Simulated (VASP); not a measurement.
# TiTe2 (P-3m1) in VASP: notebook, part 2 of 2

VASP 6.6.1.

**4. Single point, RPBE**

File INCAR:

```
SYSTEM = TiTe2
ALGO = Normal
EDIFF = 1E-6
ENCUT = 520
GGA = RP
ISIF = 2
ISMEAR = -1
LASPH = .TRUE.
LCHARG = .FALSE.
LREAL = .FALSE.
LWAVE = .FALSE.
NBANDS = 19
NELM = 100
PREC = Accurate
SIGMA = 0.05
```

File KPOINTS:

```
k-points
0
G
  5 5 3
  0 0 0
```

File POSCAR:

```
TiTe2
1.0
    3.7770000000      0.0000000000      0.0000000000
   -1.8885000000      3.2709779501      0.0000000000
    0.0000000000      0.0000000000      6.4980000000
Te Ti
2 1
Direct
    0.3333333333      0.6666666667      0.7372000000
    0.6666666667      0.3333333333      0.2628000000
    0.0000000000      0.0000000000      0.0000000000
```

Potentials or basis: VASP PAW PBE potentials, release 64 (Te, Ti_sv).

Command:

```console
$ cat potpaw_PBE.64/Te/POTCAR potpaw_PBE.64/Ti_sv/POTCAR > POTCAR
$ mpirun -np 1 vasp_std > vasp.out
```

OUTCAR:

```text
SYSTEM = TiTe2
   EDIFF = 1E-6
   ENCUT = 520
   GGA = RP
   ISIF = 2
   ISMEAR = -1
   LASPH = .TRUE.
   LREAL = .FALSE.
   NELM = 100
   PREC = Accurate

 ion  position               nearest neighbor table
   1  0.333  0.667  0.737-   3 2.77   3 2.77   3 2.77
   2  0.667  0.333  0.263-   3 2.77   3 2.77   3 2.77
   3  0.000  0.000  0.000-   1 2.77   2 2.77   2 2.77   1 2.77   2 2.77   1 2.77

  LATTYP: Found a hexagonal cell.
 ALAT       =     3.7770000000
 C/A-ratio  =     1.7204130262

  Lattice vectors:

 A1 = (   3.7770000000,   0.0000000000,   0.0000000000)
 A2 = (  -1.8885000000,   3.2709779501,   0.0000000000)
 A3 = (   0.0000000000,   0.0000000000,   6.4980000000)

Analysis of symmetry for initial positions (statically):
=====================================================================
 Subroutine PRICEL returns:
 Original cell was already a primitive cell.

 Routine SETGRP: Setting up the symmetry group for a
 hexagonal supercell.

 Subroutine GETGRP returns: Found 12 space group operations
 (whereof 12 operations were pure point group operations)
 out of a pool of 24 trial point group operations.
[... 148 lines left out ...]

  energy without entropy =      -15.02867583  energy(sigma->0) =      -15.03456183

 E-fermi :   6.8859     XC(G=0):  -9.7559

 val. band max:        6.7851197892   @ k =   0.2000   0.0000   0.0000
 cond. band min:       6.9596354318   @ k =   0.0000   0.4000   0.3333
 fundamental gap:      0.1745156426
 Fermi energy:         6.8859427243

 k-point     1 :       0.0000    0.0000    0.0000
  band No.  band energies     occupation
      1     -50.7233      2.00000
      2     -26.8996      2.00000
      3     -26.8996      2.00000
      4     -26.8886      2.00000
      5      -5.4642      2.00000
      6      -3.9625      2.00000
[... 241 lines left out ...]
      6      -3.4113      2.00000
[... 11 lines left out ...]
     18      12.0154      0.00000
     19      13.2398      0.00000

------------------------ aborting loop because EDIFF is reached ----------------------------------------

  FORCE on cell =-STRESS in cart. coord.  units (eV):
  Direction    XX          YY          ZZ          XY          YZ          ZX
  --------------------------------------------------------------------------------------
  -------------------------------------------------------------------------------------
  Total        1.2611039      1.2611039      1.5675504     -0.0000000      0.0000000      0.0000000
  in kB       25.1684892     25.1684892     31.2843978     -0.0000000      0.0000000      0.0000000
  external PRESSURE =      27.2071254 kB  Pullay stress =       0.0000000 kB

 VOLUME and BASIS-vectors are now :
 -----------------------------------------------------------------------------
  energy-cutoff  :      520.00
  volume of cell :       80.28
      direct lattice vectors                 reciprocal lattice vectors
     3.777000000  0.000000000  0.000000000     0.264760392  0.152859484  0.000000000
    -1.888500000  3.270977950  0.000000000     0.000000000  0.305718967  0.000000000
     0.000000000  0.000000000  6.498000000     0.000000000  0.000000000  0.153893506

 POSITION                                       TOTAL-FORCE (eV/Angst)
 -----------------------------------------------------------------------------------
     -0.00000      2.18065      4.79033        -0.000000     -0.000000     -0.074198
      1.88850      1.09033      1.70767         0.000000      0.000000      0.074198
      0.00000      0.00000      0.00000        -0.000000      0.000000      0.000000
 -----------------------------------------------------------------------------------
    total drift:                                0.000000     -0.000000      0.000000

  FREE ENERGIE OF THE ION-ELECTRON SYSTEM (eV)
  ---------------------------------------------------
  free  energy   TOTEN  =       -15.0404478296 eV

  energy  without entropy=      -15.0286758264  energy(sigma->0) =      -15.03456183
```

stdout:

```text
POSCAR found type information on POSCAR TeTi
 POSCAR found :  2 types and       3 ions
 scaLAPACK will be used
 -----------------------------------------------------------------------------
|                                                                             |
|                                                                             |
|     You enforced a specific xc type in the INCAR file but a different       |
|     I HOPE YOU KNOW WHAT YOU ARE DOING!                                     |
|                                                                             |
 -----------------------------------------------------------------------------

 LDA part: xc-table for (Slater+PW92), standard interpolation
 POSCAR, INCAR and KPOINTS ok, starting setup
 FFT: planning ... GRIDC
 FFT: planning ... GRID_SOFT
 FFT: planning ... GRID
 WAVECAR not read
 entering main loop
```

Run time: 18 s. Hardware: 1 thread of Intel Xeon 6975P-C, shared host; peak memory 0.19 GiB.

Results:

```yaml
Free_energy: -15.0404 eV
Pressure: 2.7 GPa
Largest_force: 0.074 eV/Å
Band_gap_on_the_k_mesh: zero (band 12 reaches 7.32 eV, above the bottom of band 13 at 6.73 eV)
```

Forces on the atoms (eV/Å):
```
Te   0.000  0.000 -0.074
Te   0.000  0.000  0.074
Ti   0.000  0.000  0.000
```

Stress tensor (GPa, compression positive):
```
2.52 0.00 0.00
0.00 2.52 0.00
0.00 0.00 3.13
```

Caveat: the k points lie up to 0.38 Å⁻¹ apart; the PAW data sets were made with another functional, which shifts forces and pressure a little; spin-orbit coupling is left out, which moves the levels of the heavy elements; this functional lacks dispersion, which binds the layers, so the pressure and a relaxed spacing across them are unreliable.

**5. Summary**

```tsv
level	gap on the mesh (eV)	pressure (GPa)	largest force (eV/Å)
PBE	none	0.9	0.01
PBEsol	none	-2.2	0.15
RPBE	none	2.7	0.07
```

Alike in all rows: task single point; potentials or basis VASP PAW PBE potentials, release 64 (Te, Ti_sv); no spin polarisation; cell as given; k mesh 5 × 5 × 3; cutoff (eV) 520; smearing fermi-dirac 0.05 eV.

Caveats: all runs use coarse meshes; spin-orbit coupling is left out, which moves the levels of the heavy elements; this functional lacks dispersion, which binds the layers, so the pressure and a relaxed spacing across them are unreliable; the PAW data sets were made with another functional, which shifts forces and pressure a little (some runs).

Total energies depend on the potentials used, so only differences within one code and one set of settings carry meaning.
